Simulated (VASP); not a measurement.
A run of VASP 6.6.1:

File POSCAR:

```
ZnO
1.0
    3.2264988268      0.0000000001      0.0000000000
   -1.6132494134      2.7942299492      0.0000000000
    0.0000000000      0.0000000000     10.4726024573
Zn O
4 4
Direct
    0.0000000000      0.0000000000     -0.0006159410
    0.3333333333      0.6666666667      0.2495638050
    0.0000000000      0.0000000000      0.4993840590
    0.6666666667      0.3333333333      0.7495638050
    0.0000000000      0.0000000000      0.1881525593
    0.3333333333      0.6666666667      0.4378995767
    0.0000000000      0.0000000000      0.6881525593
    0.6666666667      0.3333333333      0.9378995767
```

File INCAR.step1:

```
SYSTEM = ZnO
  PREC = Accurate
  ENCUT = 520
  ISMEAR = -1
  SIGMA = 0.02
  LREAL = .FALSE.
  LASPH = .TRUE.
  NELM = 80
  NBANDS = 46
  GGA = PE
  ALGO = Normal
  EDIFF = 1E-4
  LWAVE = .TRUE.
  LCHARG = .FALSE.
```

The input INCAR.step2:

```
SYSTEM = ZnO
  PREC = Accurate
  ENCUT = 520
  EDIFF = 1E-7
  ISMEAR = -1
  SIGMA = 0.02
  LREAL = .FALSE.
  LASPH = .TRUE.
  NELM = 80
  ALGO = Normal
  ISIF = 2
  LWAVE = .FALSE.
  LCHARG = .FALSE.
  METAGGA = R2SCAN
  LMIXTAU = .TRUE.
  NBANDS = 46
  ISTART = 1
```

The input KPOINTS:

```
regular mesh
0
G
  12 12 2
  0 0 0
```

Potentials or basis: VASP PAW PBE potentials, release 64 (Zn, O).

Launch:

```bash
$ cat potpaw_PBE.64/Zn/POTCAR potpaw_PBE.64/O/POTCAR > POTCAR
$ cp INCAR.step1 INCAR
$ mpirun -np 1 vasp_std > vasp.out
$ cp INCAR.step2 INCAR
$ mpirun -np 1 vasp_std > vasp.out
```

Hardware: 1 thread of Intel(R) Xeon(R) Platinum 8259CL CPU @ 2.50GHz (Skylake/Cascade Lake), with other jobs on the host.

Problem. How long does it take, and how much memory?

Solution. It took 7.5 min on 1 thread of Intel(R) Xeon(R) Platinum 8259CL CPU @ 2.50GHz (Skylake/Cascade Lake), on a shared host, peak memory 0.29 GiB. Counts: k points 38.
